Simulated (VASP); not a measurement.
# AlN (Fm-3m) in VASP: a series of runs

The runs below take AlN through single point, relaxation of cell and atoms, with PBE.

The COD entry that gives the cell may itself be a prediction, so a difference from it is no test against experiment.

Everything below comes from runs of VASP 6.6.1. Logs are shortened: lines on timing, memory, paths and dates and some standing lists are left out, and cuts for length are marked.

### 1 The cell of the first run

It takes space group Fm-3m (No. 225, cubic). Conventional cell: a = 4.071 Å, b = 4.071 Å, c = 4.071 Å, α = 90.00°, β = 90.00°, γ = 90.00°. Al (site symmetry m-3m) has 6 N at 2.04 Å within 2.7 Å. N (site symmetry m-3m) has 6 Al at 2.04 Å within 2.7 Å.

### 2 Single point, PBE

File INCAR:

```
ALGO     = Normal         # electronic algorithm
EDIFF    = 1E-6           # SCF threshold, eV
ENCUT    = 600            # plane-wave cutoff, eV
GGA      = PE             # functional
GGA_COMPAT= F            
ISIF     = 2              # what is computed and relaxed
ISMEAR   = 0              # smearing method
LASPH    = T              # aspherical terms in the spheres
LCHARG   = T              # write CHGCAR
LELF     = T              # ELF
LREAL    = F              # projectors in reciprocal space
LVHAR    = T            
LWAVE    = F              # write WAVECAR
NBANDS   = 11             # bands
NELM     = 120            # most SCF steps
PREC     = Accurate       # precision mode
SIGMA    = 0.02           # smearing width, eV
```

File KPOINTS:

```
k-points
0
Gamma
  10 10 10
```

File POSCAR:

```
AlN
1.0
    0.0000000000      2.0352629404      2.0352629404
    2.0352629404      0.0000000000      2.0352629404
    2.0352629404      2.0352629404      0.0000000000
Al N
1 1
Direct
    0.0000000000      0.0000000000      0.0000000000
    0.5000000000      0.5000000000      0.5000000000
```

Potentials or basis: VASP PAW PBE potentials, release 64 (Al, N).

The run is started by

```console
cat potpaw_PBE.64/Al/POTCAR potpaw_PBE.64/N/POTCAR > POTCAR
mpirun -np 1 vasp_std > vasp.out
```

OUTCAR:

```text
EDIFF = 1E-6
   ENCUT = 600
   GGA = PE
   ISIF = 2
   ISMEAR = 0
   LASPH = T
   LREAL = F
   NELM = 120
   PREC = Accurate

 ion  position               nearest neighbor table
   1  0.000  0.000  0.000-   2 2.04   2 2.04   2 2.04   2 2.04   2 2.04   2 2.04
   2  0.500  0.500  0.500-   1 2.04   1 2.04   1 2.04   1 2.04   1 2.04   1 2.04

  LATTYP: Found a face centered cubic cell.
 ALAT       =     4.0705258808

  Lattice vectors:

 A1 = (   0.0000000000,   2.0352629404,   2.0352629404)
 A2 = (   2.0352629404,   0.0000000000,   2.0352629404)
 A3 = (   2.0352629404,   2.0352629404,   0.0000000000)

Analysis of symmetry for initial positions (statically):
=====================================================================
 Subroutine PRICEL returns:
 Original cell was already a primitive cell.

 Routine SETGRP: Setting up the symmetry group for a
 face centered cubic supercell.

 Subroutine GETGRP returns: Found 48 space group operations
 (whereof 48 operations were pure point group operations)
 out of a pool of 48 trial point group operations.

The static configuration has the point symmetry O_h .

Analysis of symmetry for dynamics (positions and initial velocities):
=====================================================================
 Subroutine PRICEL returns:
 Original cell was already a primitive cell.

 Routine SETGRP: Setting up the symmetry group for a
 face centered cubic supercell.

 Subroutine GETGRP returns: Found 48 space group operations
 (whereof 48 operations were pure point group operations)
 out of a pool of 48 trial point group operations.

The dynamic configuration has the point symmetry O_h .

 Subroutine INISYM returns: Found 48 space group operations
 (whereof 48 operations are pure point group operations),
 and found     1 'primitive' translations

----------------------------------------------------------------------------------------

                                     Primitive cell

  volume of cell :      16.8613

  direct lattice vectors                    reciprocal lattice vectors
     0.000000000  2.035262940  2.035262940    -0.245668503  0.245668503  0.245668503
     2.035262940  0.000000000  2.035262940     0.245668503 -0.245668503  0.245668503
     2.035262940  2.035262940  0.000000000     0.245668503  0.245668503 -0.245668503

  length of vectors
     2.878296453  2.878296453  2.878296453     0.425510329  0.425510329  0.425510329

  position of ions in fractional coordinates (direct lattice)
     0.000000000  0.000000000  0.000000000
     0.500000000  0.500000000  0.500000000

  ion indices of the primitive-cell ions
   primitive index   ion index
                 1           1
                 2           2

----------------------------------------------------------------------------------------

 KPOINTS: k-points

Automatic generation of k-mesh.
 Grid dimensions read from file:
 generate k-points for:   10   10   10

 Generating k-lattice:

  Cartesian coordinates                     Fractional coordinates (reciprocal lattice)
    -0.024566850  0.024566850  0.024566850     0.100000000  0.000000000  0.000000000
     0.024566850 -0.024566850  0.024566850     0.000000000  0.100000000  0.000000000
     0.024566850  0.024566850 -0.024566850     0.000000000  0.000000000  0.100000000

  Length of vectors
     0.042551033  0.042551033  0.042551033

  Shift w.r.t. Gamma in fractional coordinates (k-lattice)
     0.000000000  0.000000000  0.000000000

 Subroutine IBZKPT returns following result:
 ===========================================

 Found     47 irreducible k-points:

 Following reciprocal coordinates:
            Coordinates               Weight
  0.000000  0.000000  0.000000      1.000000
  0.100000  0.000000  0.000000      8.000000
  0.200000  0.000000  0.000000      8.000000
  0.300000  0.000000  0.000000      8.000000
  0.400000  0.000000  0.000000      8.000000
  0.500000  0.000000  0.000000      4.000000
[... 16 lines left out ...]
  0.300000  0.300000  0.000000      6.000000
  0.400000  0.300000  0.000000     24.000000
 [... further k-points ...]
   k-points           NKPTS =     47   k-points in BZ     NKDIM =     47   number of bands    NBANDS=     11
   number of dos      NEDOS =    301   number of ions     NIONS =      2
   total plane-waves  NPLWV =  13824
   dimension x,y,z NGX =    24 NGY =   24 NGZ =   24
   dimension x,y,z NGXF=    48 NGYF=   48 NGZF=   48
   ions per type =               1   1
   NGX,Y,Z   is equivalent  to a cutoff of  13.86, 13.86, 13.86 a.u.
   NGXF,Y,Z  is equivalent  to a cutoff of  27.72, 27.72, 27.72 a.u.
 SYSTEM =  unknown system
   PREC   = accura    normal or accurate (medium, high low for compatibility)
   ISTART =      0    job   : 0-new  1-cont  2-samecut
   ICHARG =      2    charge: 1-file 2-atom 10-const
   ISPIN  =      1    spin polarized calculation?
   LNONCOLLINEAR =      F non collinear calculations
   LSORBIT =      F    spin-orbit coupling
   LASPH  =      T    aspherical Exc in radial PAW
   ENCUT  =  600.0 eV  44.10 Ry    6.64 a.u.   5.75  5.75  5.75*2*pi/ulx,y,z
   NELM   =    120;   NELMIN=  2; NELMDL= -5     # of ELM steps
   EDIFF  = 0.1E-05   stopping-criterion for ELM
   LREAL  =      F    real-space projection
   EDIFFG = 0.1E-04   stopping-criterion for IOM
   NSW    =      0    number of steps for IOM
   IBRION =     -1    ionic relax: 0-MD 1-quasi-New 2-CG
   NFREE  =      0    steps in history (QN), initial steepest desc. (CG)
   ISIF   =      2    stress and relaxation
   ISYM   =      2    0-nonsym 1-usesym 2-fastsym
   POTIM  = 0.5000    time-step for ionic-motion
   TEBEG  =    0.0;   TEEND  =   0.0 temperature during run
   PSTRESS=    0.0 pullay stress
   NELECT =       8.0000    total number of electrons
   NUPDOWN=      -1.0000    fix difference up-down
   EMIN   =  10.00;   EMAX   =-10.00  energy-range for DOS
   EFERMI =   0.00;   METHOD = LEGACY
   ISMEAR =     0;   SIGMA  =   0.02  broadening in eV -4-tet -1-fermi 0-gaus
   EFERMI_NEDOS =   21; number of points for ismear=-14 and -15
   IALGO  =     38    algorithm
   IMIX   =      4    mixing-type and parameters
     AMIX     =   0.40;   BMIX     =  1.00
     AMIX_MAG =   1.60;   BMIX_MAG =  1.00
  volume/ion in A,a.u.               =       8.43        56.89
  Fermi-wavevector in a.u.,A,eV,Ry     =   1.276853  2.412903 22.182314  1.630354
  Thomas-Fermi vector in A             =   2.409486
   LORBIT       =      0    0 simple, 1 ext, 2 COOP (PROOUT), +10 PAW based schemes
   GGA     = PE    functional components
   LHFCALC =     F    Hartree Fock is set to
   AEXX    =    0.0000 exact exchange contribution
   IVDW    =     0    specifies the selected vdW correction
   LEPSILON=     F    determine dielectric tensor
   LRPA    =     F    only Hartree local field effects (RPA)
 non-spin polarized calculation
 Gauss-broadening in eV      SIGMA  =   0.02
  energy-cutoff  :      600.00
  volume of cell :       16.86
 maximum number of plane-waves:       588
   NGX = 11   NGY = 11   NGZ = 11

 number of electron       8.0000000 magnetization

 Free energy of the ion-electron system (eV)
  ---------------------------------------------------
  ext. energy  EPLUGINS =         0.00000000
  ---------------------------------------------------
  free energy    TOTEN  =       -14.54764834 eV

  energy without entropy =      -14.54764834  energy(sigma->0) =      -14.54764834

 E-fermi :   9.8657     XC(G=0): -12.1914

 val. band max:        9.7040697257   @ k =   0.0000   0.0000   0.0000
 cond. band min:      14.1172090082   @ k =   0.5000   0.5000   0.0000
 fundamental gap:      4.4131392825
 Fermi energy:         9.8656898673

 k-point     1 :       0.0000    0.0000    0.0000
  band No.  band energies     occupation
      1      -7.6677      2.00000
      2       9.7041      2.00000
      3       9.7041      2.00000
      4       9.7041      2.00000
      5      15.0951      0.00000
      6      21.8057      0.00000
      7      21.8057      0.00000
      8      21.8057      0.00000
      9      26.8922      0.00000
     10      27.3451      0.00000
     11      27.3451      0.00000

 k-point     2 :       0.1000    0.0000    0.0000
  band No.  band energies     occupation
      1      -7.4665      2.00000
      2       8.6864      2.00000
      3       9.5862      2.00000
      4       9.5862      2.00000
      5      15.7362      0.00000
      6      20.9013      0.00000
      7      22.0932      0.00000
      8      22.0932      0.00000
      9      25.7136      0.00000
     10      25.7136      0.00000
     11      27.6852      0.00000

 k-point     3 :       0.2000    0.0000    0.0000
  band No.  band energies     occupation
      1      -6.8816      2.00000
      2       6.5677      2.00000
      3       9.2999      2.00000
      4       9.2999      2.00000
      5      16.4307      0.00000
      6      20.3504      0.00000
      7      22.2216      0.00000
      8      22.2216      0.00000
      9      25.1601      0.00000
     10      25.1601      0.00000
     11      26.9947      0.00000

 k-point     4 :       0.3000    0.0000    0.0000
  band No.  band energies     occupation
      1      -5.9869      2.00000
      2       4.2771      2.00000
      3       8.9824      2.00000
      4       8.9824      2.00000
      5      16.2246      0.00000
      6      21.2125      0.00000
      7      21.4545      0.00000
      8      21.4545      0.00000
      9      26.1884      0.00000
     10      26.6550      0.00000
     11      26.6550      0.00000
[... 239 lines left out ...]
 k-point    22 :      -0.2000    0.2000    0.0000
  band No.  band energies     occupation
      1      -5.6977      2.00000
      2       4.7982      2.00000
      3       6.8296      2.00000
      4       9.0479      2.00000
      5      18.1607      0.00000
      6      19.6259      0.00000
      7      20.3153      0.00000
      8      22.0438      0.00000
      9      24.6367      0.00000
     10      28.6257      0.00000
     11      29.9013      0.00000

 k-point    23 :       0.3000    0.3000    0.0000
  band No.  band energies     occupation
      1      -5.4600      2.00000
      2       4.9454      2.00000
      3       7.7215      2.00000
      4       7.7215      2.00000
      5      16.3688      0.00000
      6      16.4223      0.00000
      7      21.2310      0.00000
      8      25.1040      0.00000
      9      25.1040      0.00000
     10      30.0570      0.00000
     11      33.5182      0.00000

 k-point    24 :       0.4000    0.3000    0.0000
  band No.  band energies     occupation
      1      -4.7227      2.00000
      2       3.9360      2.00000
      3       6.9620      2.00000
      4       7.4690      2.00000
      5      15.7087      0.00000
      6      16.5736      0.00000
      7      21.6857      0.00000
      8      25.0593      0.00000
      9      25.7972      0.00000
     10      31.3143      0.00000
     11      34.1978      0.00000

 [... further k-points ...]
[... 5 lines left out ...]
  --------------------------------------------------------------------------------------
  -------------------------------------------------------------------------------------
  Total       -0.0446117     -0.0446117     -0.0446117      0.0000000      0.0000000     -0.0000000
  in kB       -4.2390465     -4.2390465     -4.2390465      0.0000000      0.0000000     -0.0000000
  external PRESSURE =      -4.2390465 kB  Pullay stress =       0.0000000 kB

 VOLUME and BASIS-vectors are now :
 -----------------------------------------------------------------------------
  energy-cutoff  :      600.00
  volume of cell :       16.86
      direct lattice vectors                 reciprocal lattice vectors
     0.000000000  2.035262940  2.035262940    -0.245668503  0.245668503  0.245668503
     2.035262940  0.000000000  2.035262940     0.245668503 -0.245668503  0.245668503
     2.035262940  2.035262940  0.000000000     0.245668503  0.245668503 -0.245668503

 POSITION                                       TOTAL-FORCE (eV/Angst)
 -----------------------------------------------------------------------------------
      0.00000      0.00000      0.00000         0.000000      0.000000      0.000000
      2.03526      2.03526      2.03526        -0.000000     -0.000000      0.000000
 -----------------------------------------------------------------------------------
    total drift:                               -0.000000     -0.000000      0.000000

  FREE ENERGIE OF THE ION-ELECTRON SYSTEM (eV)
  ---------------------------------------------------
  free  energy   TOTEN  =       -14.5476483422 eV

  energy  without entropy=      -14.5476483422  energy(sigma->0) =      -14.54764834
```

Run time: 4.3 s. Hardware: 1 thread of Intel Xeon 6975P-C (Granite Rapids), shared host; peak memory 0.13 GiB.

What came out:

```yaml
Free_energy: -14.5476 eV
Pressure: -0.4 GPa
Band_gap_on_the_k_mesh: 4.41 eV, indirect (least direct gap 5.39 eV)
```

### 3 Single point, PBE

File INCAR:

```
SYSTEM = AlN
  PREC = Accurate
  ENCUT = 600
  EDIFF = 1E-6
  ISMEAR = 0
  SIGMA = 0.02
  LREAL = .FALSE.
  LASPH = .TRUE.
  NELM = 120
  ALGO = Normal
  ISIF = 2
  LWAVE = .FALSE.
  LCHARG = .FALSE.
  GGA = PE
  NBANDS = 11
  GGA_COMPAT = .FALSE.
```

File KPOINTS:

```
Automatic mesh
0
G
  10 10 10
  0 0 0
```

File POSCAR:

```
AlN
1.0
    0.0000000000      2.0352004239      2.0352004239
    2.0352004239      0.0000000000      2.0352004239
    2.0352004239      2.0352004239      0.0000000000
Al N
1 1
Direct
    0.0000000000      0.0000000000      0.0000000000
    0.5000000000      0.5000000000      0.5000000000
```

Potentials or basis: VASP PAW PBE potentials, release 64 (Al, N).

The run is started by

```console
cat potpaw_PBE.64/Al/POTCAR potpaw_PBE.64/N/POTCAR > POTCAR
mpirun -np 1 vasp_std > vasp.out
```

Run time: 3.9 s. Hardware: 1 thread of Intel Xeon 6975P-C (Granite Rapids), shared host; peak memory 0.13 GiB.

Results (log left out):

| Item | Value |
| --- | --- |
| Free energy | -14.5477 eV |
| Pressure | -0.4 GPa |
| Band gap on the k mesh | 4.41 eV, indirect (least direct gap 5.39 eV) |

Levels at points of the mesh, in eV from the valence-band top:
| k point | band 1 | band 2 | band 3 | band 4 | band 5 | band 6 | band 7 | band 8 | band 9 |
| --- | --- | --- | --- | --- | --- | --- | --- | --- | --- |
| (0.00, 0.00, 0.00) | -17.37 | 0.00 | 0.00 | 0.00 | 5.39 | 12.10 | 12.10 | 12.10 | 17.19 |
| (0.50, 0.00, 0.00) | -14.19 | -8.18 | -1.04 | -1.04 | 6.01 | 10.84 | 10.84 | 13.00 | 15.88 |
| (0.50, 0.50, 0.00) | -13.24 | -7.25 | -2.75 | -2.75 | 4.41 | 5.34 | 13.81 | 16.93 | 16.93 |

(Continued in part 2 of 2.)
